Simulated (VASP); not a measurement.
Crystal: Yb.

```
CELL_PARAMETERS angstrom
3.87990 0.00000 0.00000
-1.93995 3.36009 0.00000
0.00000 0.00000 6.38590
ATOMIC_POSITIONS crystal
Yb 0.33333 0.66667 0.25000
Yb 0.66667 0.33333 0.75000
```

This isn't the form of Yb at room conditions, which is fcc.

Base run:

* Program: VASP 6.6.1
* Functional: PBEsol
* Potentials or basis: VASP PAW PBE potentials, release 64 (Yb)
* Cutoff: 520 eV
* k mesh: 11 × 11 × 6
* Occupations: fermi-dirac, width 0.03 eV
* Spin: no spin polarisation

Its results: band gap on the k mesh zero (bands 24 and 25 overlap by 0.12 eV); pressure -3.4 GPa.

Question: After a change of settings the same cell gave: band gap on the k mesh zero (bands 24 and 25 overlap by 0.12 eV); pressure -0.4 GPa. Which change was it?
A. functional from PBEsol to r2SCAN; further incar settings from ALGO = Normal; EDIFF = 1e-07; NBANDS = 31 to ALGO = Normal; EDIFF = 1e-08; NBANDS = 31
B. functional from PBEsol to PBE; further incar settings from ALGO = Normal; EDIFF = 1e-07; NBANDS = 31 to ALGO = Normal; EDIFF = 1e-06; NBANDS = 31
C. further incar settings from ALGO = Normal; EDIFF = 1e-07; NBANDS = 31 to ALGO = Normal; EDIFF = 1e-08; NBANDS = 31

Answer: B.

Caveats: spin-orbit coupling is left out, which moves the levels of the heavy elements; the cell stands under tension (at least some runs); the PAW data sets were made with another functional, which shifts forces and pressure a little (at least some runs).
